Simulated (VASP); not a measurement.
Set up this calculation in VASP 6.6.1, as the native input.

```yaml
Task: single point
Functional: PBE
Potentials_or_basis: VASP PAW PBE potentials, release 64 (Ge_d, S)
Cutoff: 520 eV
k_mesh: 7 × 5 × 1
Occupations: gaussian, width 0.1 eV
Spin: no spin polarisation
Dipole_correction: yes
Further_INCAR_settings: ALGO = Normal; EDIFF = 1e-07; NBANDS = 54
```

The structure of Ge6S lies in POSCAR:

```
Ge6S
1.0
    4.0740542126      0.0000000000      0.0000000000
    0.0000000000      5.7615827213      0.0000000000
    0.0000000000      0.0000000000     19.5242196736
Ge S
6 1
Direct
    0.5000000000      0.0000000000      0.2048737449
    0.0000000000      0.2500000000      0.2048737449
    0.0000000000      0.5005156572      0.3087424246
    0.5000000000      0.7494843428      0.3087424246
    0.5000000000      0.0069199665      0.4109879835
    0.0000000000      0.2430800335      0.4109879835
    0.5000000000      0.0069199665      0.5223977102
```

These files were run (other wordings do the same):

INCAR

```
PREC = Accurate
ENCUT = 520
EDIFF = 1E-7
ISMEAR = 0
SIGMA = 0.1
LREAL = False
LASPH = True
NELM = 100
ALGO = Normal
ISIF = 2
LWAVE = False
LCHARG = False
LDIPOL = True
IDIPOL = 3
DIPOL = 0.5 0.5 0.339
GGA = PE
NBANDS = 54
```

KPOINTS

```
regular mesh
0
Gamma
  7 5 1
```

Potentials or basis: VASP PAW PBE potentials, release 64 (Ge_d, S).

Command:

```bash
$ cat potpaw_PBE.64/Ge_d/POTCAR potpaw_PBE.64/S/POTCAR > POTCAR
$ mpirun -np 1 vasp_std > vasp.out
```

It gave:

```yaml
Largest_force: 0.693 eV/Å
Band_gap_on_the_k_mesh: zero (band 45 reaches -1.50 eV, above the bottom of band 46 at -2.09 eV)
```

Wall time 14 min on 1 thread of Intel Xeon 6975P-C (shared host), peak memory 0.63 GiB.
